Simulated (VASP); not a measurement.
# CaSe (Fm-3m) in VASP: notebook, part 2 of 2

VASP 6.6.1. Earlier steps stand in the parts before.

## Step 3: Vibrations by perturbation theory, PBEsol

This run uses another cell than the first one, of 25.27 Å³/atom, 1.020 times its volume.

Contents of INCAR:

```
SYSTEM = CaSe
  ALGO = Normal
  EDIFF = 1E-8
  ENCUT = 520
  GGA = PS
  IBRION = 8
  ISIF = 2
  ISMEAR = 0
  LASPH = .TRUE.
  LCHARG = .FALSE.
  LREAL = .FALSE.
  LWAVE = .FALSE.
  NELM = 100
  NSW = 1
  PREC = Accurate
  SIGMA = 0.01
```

Contents of KPOINTS:

```
k-points
0
G
  6 6 6
  0 0 0
```

Contents of POSCAR:

```
CaSe
1.0
    0.0000000000      2.9344504472      2.9344504472
    2.9344504472      0.0000000000      2.9344504472
    2.9344504472      2.9344504472      0.0000000000
Ca Se
1 1
Direct
    0.0000000000      0.0000000000      0.0000000000
    0.5000000000      0.5000000000      0.5000000000
```

Potentials or basis: VASP PAW PBE potentials, release 64 (Ca_sv, Se).

On the command line:

```sh
$ cat potpaw_PBE.64/Ca_sv/POTCAR potpaw_PBE.64/Se/POTCAR > POTCAR
$ mpirun -np 1 vasp_std > vasp.out
```

OUTCAR:

```text
SYSTEM = CaSe
   EDIFF = 1E-8
   ENCUT = 520
   GGA = PS
   IBRION = 8
   ISIF = 2
   ISMEAR = 0
   LASPH = .TRUE.
   LREAL = .FALSE.
   NELM = 100
   NSW = 1
   PREC = Accurate

 ion  position               nearest neighbor table
   1  0.000  0.000  0.000-   2 2.93   2 2.93   2 2.93   2 2.93   2 2.93   2 2.93
   2  0.500  0.500  0.500-   1 2.93   1 2.93   1 2.93   1 2.93   1 2.93   1 2.93

  LATTYP: Found a face centered cubic cell.
 ALAT       =     5.8689008944

  Lattice vectors:

 A1 = (   0.0000000000,   2.9344504472,   2.9344504472)
 A2 = (   2.9344504472,   0.0000000000,   2.9344504472)
 A3 = (   2.9344504472,   2.9344504472,   0.0000000000)

Analysis of symmetry for initial positions (statically):
=====================================================================
 Subroutine PRICEL returns:
 Original cell was already a primitive cell.

 Routine SETGRP: Setting up the symmetry group for a
 face centered cubic supercell.

 Subroutine GETGRP returns: Found 48 space group operations
[... 9 lines left out ...]

 Routine SETGRP: Setting up the symmetry group for a
 face centered cubic supercell.

 Subroutine GETGRP returns: Found 48 space group operations
[... 11 lines left out ...]
                                     Primitive cell

  volume of cell :      50.5371

  direct lattice vectors                    reciprocal lattice vectors
     0.000000000  2.934450447  2.934450447    -0.170389655  0.170389655  0.170389655
     2.934450447  0.000000000  2.934450447     0.170389655 -0.170389655  0.170389655
     2.934450447  2.934450447  0.000000000     0.170389655  0.170389655 -0.170389655

[... 393 lines left out ...]
      2.93445      2.93445      2.93445        -0.000000     -0.000000      0.000000
 -----------------------------------------------------------------------------------
    total drift:                                0.000000     -0.000000     -0.000000

  FREE ENERGIE OF THE ION-ELECTRON SYSTEM (eV)
  ---------------------------------------------------
  free  energy   TOTEN  =       -10.0729768017 eV

  energy  without entropy=      -10.0729768017  energy(sigma->0) =      -10.07297680

[... ionic steps 2 to 3 ...]

--------------------------------------- Ionic step        4  -------------------------------------------

------------------------ aborting loop because EDIFF is reached ----------------------------------------

[... ionic steps 5 to 6 ...]

--------------------------------------- Ionic step        7  -------------------------------------------

 Free energy of the ion-electron system (eV)
  ---------------------------------------------------
  ---------------------------------------------------
  free energy    TOTEN  =        -0.08630678 eV

  energy without entropy =       -0.08630678

------------------------ aborting loop because EDIFF is reached ----------------------------------------

 INTERNAL STRAIN TENSOR  FOR ION    2  DIRECTION 1   (eV/Angst):
 -----------------------------------------------------------------------------
    -0.00975  0.00000 -0.00000
    -0.00000  0.00304  0.00000
     0.00000  0.00000  0.00304

 INTERNAL STRAIN TENSOR FOR ION    2 for displacements in x,y,z  (eV/Angst):
          X           Y           Z          XY          YZ          ZX
  --------------------------------------------------------------------------------
  x     0.00000     0.00000     0.00000     0.00000     0.00000     0.00000
  y     0.00000     0.00000     0.00000     0.00000     0.00000     0.00000
  z     0.00000     0.00000     0.00000     0.00000     0.00000     0.00000

 SECOND DERIVATIVES (NOT SYMMETRIZED)
 ------------------------------------
               1X          1Y          1Z          2X          2Y          2Z
  1X    -3.323259    0.000000    0.000000    3.323259    0.000000    0.000000
  1Y     0.000000   -3.323259    0.000000    0.000000    3.323259    0.000000
  1Z     0.000000    0.000000   -3.323259    0.000000    0.000000    3.323259
  2X     3.266901    0.000000    0.000000   -3.266901    0.000000    0.000000
  2Y     0.000000    3.266901    0.000000    0.000000   -3.266901    0.000000
  2Z     0.000000    0.000000    3.266901    0.000000    0.000000   -3.266901

 Eigenvectors and eigenvalues of the dynamical matrix
 ----------------------------------------------------

   1 f  =    5.511619 THz    34.630524 2PiTHz  183.847822 cm-1    22.794215 meV
             X         Y         Z           dx          dy          dz
      0.000000  0.000000  0.000000     0.000000    0.816775    0.000000
      2.934450  2.934450  2.934450     0.000000   -0.576956    0.000000
[... 21 lines left out ...]
   6 f/i=    0.022212 THz     0.139564 2PiTHz    0.740923 cm-1     0.091863 meV
             X         Y         Z           dx          dy          dz
      0.000000  0.000000  0.000000     0.000000    0.000000   -0.576956
      2.934450  2.934450  2.934450     0.000000    0.000000   -0.816775

--------------------------------------------------------------------------------------------------------

 ELASTIC MODULI CONTR FROM IONIC RELAXATION (kBar)
 Direction    XX          YY          ZZ          XY          YZ          ZX
 --------------------------------------------------------------------------------
 XX           0.0000      0.0000      0.0000      0.0000      0.0000      0.0000
 YY           0.0000      0.0000      0.0000      0.0000      0.0000      0.0000
 ZZ           0.0000      0.0000      0.0000      0.0000      0.0000      0.0000
 XY           0.0000      0.0000      0.0000      0.0000      0.0000      0.0000
 YZ           0.0000      0.0000      0.0000      0.0000      0.0000      0.0000
 ZX           0.0000      0.0000      0.0000      0.0000      0.0000      0.0000
 --------------------------------------------------------------------------------
```

Run time: 2 min. Hardware: 1 thread of AMD EPYC 7R13 (Zen 3), shared host; peak memory 0.19 GiB.

What came out:

| Property | Result |
| --- | --- |
| Highest phonon frequency at Γ, LO-TO splitting left out | 184 cm⁻¹ |

Phonon frequencies in cm⁻¹ (negative: imaginary):
```
              q point           frequencies
(0.000, 0.000, 0.000)  -1 -1 -1 184 184 184
```

Caveat: the PAW data sets were made with another functional, which shifts forces and pressure a little.

## Step 4: Vibrations by perturbation theory, PBEsol

This run uses another cell than the first one, of 25.27 Å³/atom, 1.020 times its volume.

Contents of INCAR:

```
PREC = Accurate
ENCUT = 520
EDIFF = 1E-8
ISMEAR = 0
SIGMA = 0.01
LREAL = F
LASPH = T
NELM = 80
ALGO = Normal
ISIF = 2
LWAVE = F
LCHARG = F
GGA = PS
NBANDS = 15
IBRION = 8
NSW = 1
LEPSILON = T
```

Contents of KPOINTS:

```
Automatic mesh
0
Gamma
  6 6 6
```

POSCAR is that of step 3.

Potentials or basis: VASP PAW PBE potentials, release 64 (Ca_sv, Se).

On the command line:

```sh
$ cat potpaw_PBE.64/Ca_sv/POTCAR potpaw_PBE.64/Se/POTCAR > POTCAR
$ mpirun -np 1 vasp_std > vasp.out
```

OUTCAR:

```text
PREC = Accurate
   ENCUT = 520
   EDIFF = 1E-8
   ISMEAR = 0
   LREAL = F
   LASPH = T
   NELM = 80
   ISIF = 2
   GGA = PS
   IBRION = 8
   NSW = 1
   LEPSILON = T

 ion  position               nearest neighbor table
   1  0.000  0.000  0.000-   2 2.93   2 2.93   2 2.93   2 2.93   2 2.93   2 2.93
   2  0.500  0.500  0.500-   1 2.93   1 2.93   1 2.93   1 2.93   1 2.93   1 2.93

  LATTYP: Found a face centered cubic cell.
[... 606 lines left out ...]
      2.934450  2.934450  2.934450     0.000000   -0.579526    0.000000
[... 21 lines left out ...]
   6 f/i=    0.004833 THz     0.030369 2PiTHz    0.161225 cm-1     0.019989 meV
             X         Y         Z           dx          dy          dz
      0.000000  0.000000  0.000000     0.000000    0.000000   -0.579526
      2.934450  2.934450  2.934450     0.000000    0.000000   -0.814954

--------------------------------------------------------------------------------------------------------

 MACROSCOPIC STATIC DIELECTRIC TENSOR IONIC CONTRIBUTION
 ------------------------------------------------------
           6.228577    -0.000000     0.000000
          -0.000000     6.228577     0.000000
           0.000000     0.000000     6.228577
 ------------------------------------------------------

 ELASTIC MODULI CONTR FROM IONIC RELAXATION (kBar)
 Direction    XX          YY          ZZ          XY          YZ          ZX
 --------------------------------------------------------------------------------
 XX           0.0000      0.0000      0.0000      0.0000      0.0000      0.0000
 YY           0.0000      0.0000      0.0000      0.0000      0.0000      0.0000
 ZZ           0.0000      0.0000      0.0000      0.0000      0.0000      0.0000
 XY           0.0000      0.0000      0.0000      0.0000      0.0000      0.0000
 YZ           0.0000      0.0000      0.0000      0.0000      0.0000      0.0000
 ZX           0.0000      0.0000      0.0000      0.0000      0.0000      0.0000
 --------------------------------------------------------------------------------

 PIEZOELECTRIC TENSOR IONIC CONTR  for field in x, y, z        (C/m^2)
          XX          YY          ZZ          XY          YZ          ZX
  --------------------------------------------------------------------------------
  x     0.00000     0.00000     0.00000     0.00000     0.00000     0.00000
  y     0.00000     0.00000     0.00000     0.00000     0.00000     0.00000
  z     0.00000     0.00000     0.00000     0.00000     0.00000     0.00000
```

OSZICAR:

```text
N       E                     dE             d eps       ncg     rms          rms(c)
DAV:   1     0.107522572384E+03    0.10752E+03   -0.75310E+03   480   0.984E+02
DAV:   2    -0.591767158277E+01   -0.11344E+03   -0.10827E+03   606   0.244E+02
DAV:   3    -0.100566961302E+02   -0.41390E+01   -0.41015E+01   628   0.457E+01
[... 262 lines left out ...]
RMM:  10    -0.863067168085E-01    0.35358E-06    0.23579E-06  2014   0.202E-04    0.172E-05
RMM:  11    -0.863066662076E-01    0.50601E-07    0.15395E-06  2066   0.880E-05    0.453E-06
RMM:  12    -0.863067140645E-01   -0.47857E-07    0.48395E-07  2021   0.426E-05    0.229E-06
RMM:  13    -0.863066748123E-01    0.39252E-07    0.39031E-07  1939   0.252E-05    0.144E-06
RMM:  14    -0.863066784214E-01   -0.36091E-08    0.10230E-07  1797   0.157E-05    0.800E-07
RMM:  15    -0.863066784872E-01   -0.65853E-10    0.89543E-08  1524   0.118E-05    0.812E-07
 Linear response finished
```

stdout:

```text
POSCAR found type information on POSCAR CaSe
 POSCAR found :  2 types and       2 ions
 scaLAPACK will be used
 -----------------------------------------------------------------------------
|                                                                             |
|                                                                             |
|     You enforced a specific xc type in the INCAR file but a different       |
[... 39 lines left out ...]
 force on displaced ion       1 direction 1 :  -3.278   0.000   0.000
 Born effective charge ion    1 direction 1 :   2.367   0.000   0.000
 Linear response progress:
 first order change of Fermi-energy   0.42167E-03
 force on displaced ion       2 direction 1 :  -3.266   0.000   0.000
 Born effective charge ion    2 direction 1 :  -2.404   0.000   0.000
 Born effective charges drift removed
 Linear response finished
```

It took 7.9 min on 1 thread of AMD EPYC 7R13 (Zen 3), shared host; peak memory 0.21 GiB.

Results:

```yaml
Electronic_dielectric_tensor_diagonal: 6.00
Born_charges_mean_of_the_diagonal: Ca +2.39; Se -2.39 e
Highest_phonon_frequency_at_Γ_LO-TO_splitting_left_out: 183 cm⁻¹
```

Phonon frequencies in cm⁻¹ (negative: imaginary):
```tsv
q point	frequencies
(0.000, 0.000, 0.000)	0 0 0 183 183 183
```

Electronic dielectric tensor:
```
6.00 0.00 0.00
0.00 6.00 0.00
0.00 0.00 6.00
```

Born effective charge tensors (e):
atom 1, Ca
```
2.39 0.00 0.00
0.00 2.39 0.00
0.00 0.00 2.39
```
atom 2, Se
```
-2.39  0.00  0.00
 0.00 -2.39  0.00
 0.00  0.00 -2.39
```

Caveat: the PAW data sets were made with another functional, which shifts forces and pressure a little.

## Step 5: Vibrations by perturbation theory, PBEsol (volume scaled by 1.020)

Contents of INCAR:

```
PREC = Accurate
ENCUT = 520
EDIFF = 1E-8
ISMEAR = 0
SIGMA = 0.01
LREAL = F
LASPH = T
NELM = 100
ALGO = Normal
ISIF = 2
LWAVE = F
LCHARG = F
GGA = PS
IBRION = 8
NSW = 1
```

Contents of KPOINTS:

```
regular mesh
0
Gamma
  6 6 6
```

Contents of POSCAR:

```
CaSe
1.0
    0.0000000000      2.9538844602      2.9538844602
    2.9538844602      0.0000000000      2.9538844602
    2.9538844602      2.9538844602      0.0000000000
Ca Se
1 1
Direct
    0.0000000000      0.0000000000      0.0000000000
    0.5000000000      0.5000000000      0.5000000000
```

Potentials or basis: VASP PAW PBE potentials, release 64 (Ca_sv, Se).

On the command line:

```sh
$ cat potpaw_PBE.64/Ca_sv/POTCAR potpaw_PBE.64/Se/POTCAR > POTCAR
$ mpirun -np 1 vasp_std > vasp.out
```

OUTCAR:

```text
PREC = Accurate
   ENCUT = 520
   EDIFF = 1E-8
   ISMEAR = 0
   LREAL = F
   LASPH = T
   NELM = 100
   ISIF = 2
   GGA = PS
   IBRION = 8
   NSW = 1

 ion  position               nearest neighbor table
   1  0.000  0.000  0.000-   2 2.95   2 2.95   2 2.95   2 2.95   2 2.95   2 2.95
   2  0.500  0.500  0.500-   1 2.95   1 2.95   1 2.95   1 2.95   1 2.95   1 2.95

  LATTYP: Found a face centered cubic cell.
 ALAT       =     5.9077689204

  Lattice vectors:

 A1 = (   0.0000000000,   2.9538844602,   2.9538844602)
 A2 = (   2.9538844602,   0.0000000000,   2.9538844602)
 A3 = (   2.9538844602,   2.9538844602,   0.0000000000)

Analysis of symmetry for initial positions (statically):
=====================================================================
 Subroutine PRICEL returns:
 Original cell was already a primitive cell.

 Routine SETGRP: Setting up the symmetry group for a
[... 458 lines left out ...]

 INTERNAL STRAIN TENSOR  FOR ION    2  DIRECTION 1   (eV/Angst):
 -----------------------------------------------------------------------------
    -0.00973 -0.00000 -0.00000
    -0.00000  0.00349 -0.00000
     0.00000 -0.00000  0.00349

 INTERNAL STRAIN TENSOR FOR ION    2 for displacements in x,y,z  (eV/Angst):
          X           Y           Z          XY          YZ          ZX
  --------------------------------------------------------------------------------
  x     0.00000     0.00000     0.00000     0.00000     0.00000     0.00000
  y     0.00000     0.00000     0.00000     0.00000     0.00000     0.00000
  z     0.00000     0.00000     0.00000     0.00000     0.00000     0.00000

 SECOND DERIVATIVES (NOT SYMMETRIZED)
 ------------------------------------
               1X          1Y          1Z          2X          2Y          2Z
  1X    -3.038135    0.000000    0.000000    3.038135    0.000000    0.000000
  1Y     0.000000   -3.038135    0.000000    0.000000    3.038135    0.000000
  1Z     0.000000    0.000000   -3.038135    0.000000    0.000000    3.038135
  2X     2.997716    0.000000    0.000000   -2.997716    0.000000    0.000000
  2Y     0.000000    2.997716    0.000000    0.000000   -2.997716    0.000000
  2Z     0.000000    0.000000    2.997716    0.000000    0.000000   -2.997716

 Eigenvectors and eigenvalues of the dynamical matrix
 ----------------------------------------------------

   1 f  =    5.273122 THz    33.132002 2PiTHz  175.892415 cm-1    21.807870 meV
             X         Y         Z           dx          dy          dz
      0.000000  0.000000  0.000000    -0.816271    0.000000    0.000000
      2.953884  2.953884  2.953884     0.577669    0.000000    0.000000
[... 21 lines left out ...]
   6 f/i=    0.016651 THz     0.104618 2PiTHz    0.555401 cm-1     0.068861 meV
             X         Y         Z           dx          dy          dz
      0.000000  0.000000  0.000000     0.000000   -0.277581   -0.506607
      2.953884  2.953884  2.953884     0.000000   -0.392233   -0.715857

--------------------------------------------------------------------------------------------------------

 ELASTIC MODULI CONTR FROM IONIC RELAXATION (kBar)
 Direction    XX          YY          ZZ          XY          YZ          ZX
 --------------------------------------------------------------------------------
 XX           0.0000      0.0000      0.0000      0.0000      0.0000      0.0000
 YY           0.0000      0.0000      0.0000      0.0000      0.0000      0.0000
 ZZ           0.0000      0.0000      0.0000      0.0000      0.0000      0.0000
 XY           0.0000      0.0000      0.0000      0.0000      0.0000      0.0000
 YZ           0.0000      0.0000      0.0000      0.0000      0.0000      0.0000
 ZX           0.0000      0.0000      0.0000      0.0000      0.0000      0.0000
 --------------------------------------------------------------------------------
```

OSZICAR:

```text
N       E                     dE             d eps       ncg     rms          rms(c)
DAV:   1     0.107880641468E+03    0.10788E+03   -0.76644E+03   384   0.124E+03
DAV:   2    -0.417865163113E+01   -0.11206E+03   -0.10650E+03   436   0.276E+02
DAV:   3    -0.988078331775E+01   -0.57021E+01   -0.56512E+01   516   0.606E+01
[... 59 lines left out ...]
RMM:  13    -0.863727837391E-01    0.50544E-08    0.36376E-07  1749   0.192E-04    0.112E-06
RMM:  14    -0.863727752143E-01    0.85249E-08   -0.23119E-07  1686   0.174E-04    0.208E-06
RMM:  15    -0.863727764599E-01   -0.12457E-08   -0.23830E-07  1599   0.166E-04    0.968E-07
RMM:  16    -0.863727733070E-01    0.31529E-08   -0.35275E-07  1519   0.163E-04    0.236E-07
RMM:  17    -0.863727739224E-01   -0.61533E-09   -0.37133E-07  1402   0.161E-04    0.196E-07
RMM:  18    -0.863727730103E-01    0.91209E-09   -0.38753E-07  1336   0.161E-04    0.944E-08
 Linear response finished
```

stdout:

```text
POSCAR found type information on POSCAR CaSe
 POSCAR found :  2 types and       2 ions
 scaLAPACK will be used
 -----------------------------------------------------------------------------
|                                                                             |
|                                                                             |
|     You enforced a specific xc type in the INCAR file but a different       |
|     I HOPE YOU KNOW WHAT YOU ARE DOING!                                     |
|                                                                             |
 -----------------------------------------------------------------------------

 LDA part: xc-table for (Slater+PW92), standard interpolation
 POSCAR, INCAR and KPOINTS ok, starting setup
 FFT: planning ... GRIDC
 FFT: planning ... GRID_SOFT
 FFT: planning ... GRID
 WAVECAR not read
 entering main loop
 Linear response reoptimize wavefunctions to high precision
 Linear response DOF=           2
 Linear response progress:
 first order change of Fermi-energy  -0.15770E-02
 force on displaced ion       1 direction 1 :  -3.038   0.000   0.000
 Linear response progress:
 first order change of Fermi-energy   0.19317E-02
 force on displaced ion       2 direction 1 :  -2.998   0.000   0.000
 Linear response finished
```

Run time: 2.8 min. Hardware: 1 thread of AMD EPYC 7R13 (Zen 3), shared host; peak memory 0.2 GiB.

What came out:

```yaml
Highest_phonon_frequency_at_Γ_LO-TO_splitting_left_out: 176 cm⁻¹
```

Phonon frequencies in cm⁻¹ (negative: imaginary):
```csv
q point,frequencies
"(0.000, 0.000, 0.000)",-1 -1 -1 176 176 176
```

Caveat: the cell differs from its parent crystal (volume scaled by 1.020); the PAW data sets were made with another functional, which shifts forces and pressure a little.
